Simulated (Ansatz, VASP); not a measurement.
**W: VASP beside Ansatz**

```
W
1.0
    -1.72508    1.72508    1.72508
     1.72508   -1.72508    1.72508
     1.72508    1.72508   -1.72508
W
1
Direct
  0.00000 0.00000 0.00000
```

Change from the starting cell: strain +0.080 along x and y, +0.080 along z, atoms carried along.

Alike in both runs: task single point; functional PBE; k mesh 20 × 20 × 20; occupations gaussian, width 0.15 eV; no spin polarisation.

|  | VASP | Ansatz |
| --- | --- | --- |
| version | VASP 6.6.1 | Ansatz 0.2.0 |
| potentials or method | VASP PAW PBE potentials, release 64 (W_sv), cutoff 520 eV | scalar-relativistic, plane waves, PAW |
| valence electrons in the cell | 14 | 14 |

```csv
,VASP,Ansatz,Ansatz less VASP
gap on the k mesh at the Fermi level (eV),none,none,-
pressure (GPa),-43.4,-43.5,-0.04
```

A gap of «none» marks a metal or a gap that the smearing closes. Both programs put the cell under strong tension, so it lies far from rest at this level.

Spin-orbit coupling is off throughout. Noted on VASP's run: the cell as given lies far from equilibrium.
